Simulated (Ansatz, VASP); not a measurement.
# One calculation of ZnS, two programs

```xyz
2
Lattice="0.0000 2.7046 2.6776 2.7046 0.0000 2.6776 2.7046 2.7046 0.0000" Properties=species:S:1:pos:R:3 pbc="T T T"
Zn    0.0000    0.0000    0.0000
S     4.0570    4.0570    4.0164
```

Change from the starting cell: zz strain of -1 %, crystal datasets.

Alike in both runs: task electric field gradients; functional PBEsol; k mesh 8 × 8 × 8; occupations fermi-dirac, width 0.01 eV; no spin polarisation.

```csv
,VASP,Ansatz
version,VASP 6.6.1,Ansatz 0.2.0
potentials or method,"VASP PAW PBE potentials, release 64 (Zn, S), cutoff 520 eV","all-electron PAW with datasets made for the crystal, scalar-relativistic"
```

|  | VASP | Ansatz | Ansatz less VASP |
| --- | --- | --- | --- |
| gap on the k mesh at the Fermi level (eV) | 1.98 | 1.98 | -0.003 |
| pressure (GPa) | -1.3 | -1.5 | -0.18 |
| traceless stress, the component that is largest in VASP (GPa) | 0.28 | 0.28 | +0.004 |
| size of Vzz on the site where it differs most (V/Å²) | 1.8 | 1.9 | +0.08 |

VASP's potentials were made for PBE, not for PBEsol. Ansatz ran all-electron here, and VASP with PAW potentials.
